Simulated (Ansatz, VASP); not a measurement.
Hg in VASP and in Ansatz

```
Hg
1.0
    -1.81439    1.81439    1.81439
     1.81439   -1.81439    1.81439
     1.81439    1.81439   -1.81439
Hg
1
Cartesian
  0.0000 0.0000 0.0000
```

Alike in both runs: task relaxation of cell and atoms; functional PBEsol; k mesh 19 × 19 × 19; occupations fermi-dirac, width 0.05 eV; no spin polarisation.

|  | VASP | Ansatz |
| --- | --- | --- |
| version | VASP 6.6.1 | Ansatz 0.2.0 |
| potentials or method | VASP PAW PBE potentials, release 64 (Hg) | PAW with Ansatz's default frozen-core files, scalar-relativistic |
| plane-wave cutoff (eV) | 600 | 420 |
| valence electrons in the cell | 12 | 20 |

Ansatz gave:

- relaxed volume (Å³/atom): 23.92
- relaxed cell length with the largest relative difference (Å): 3.144

**Question.** Which values does VASP return?

**Answer.** Relaxed volume (Å³/atom): 24.19; relaxed cell length with the largest relative difference (Å): 3.155.

VASP's potentials were made for PBE, not for PBEsol. VASP's potentials hold 12 valence electrons a cell and Ansatz's 20, so a difference there can come from the potentials and not from the codes.

Spin-orbit coupling is off throughout.
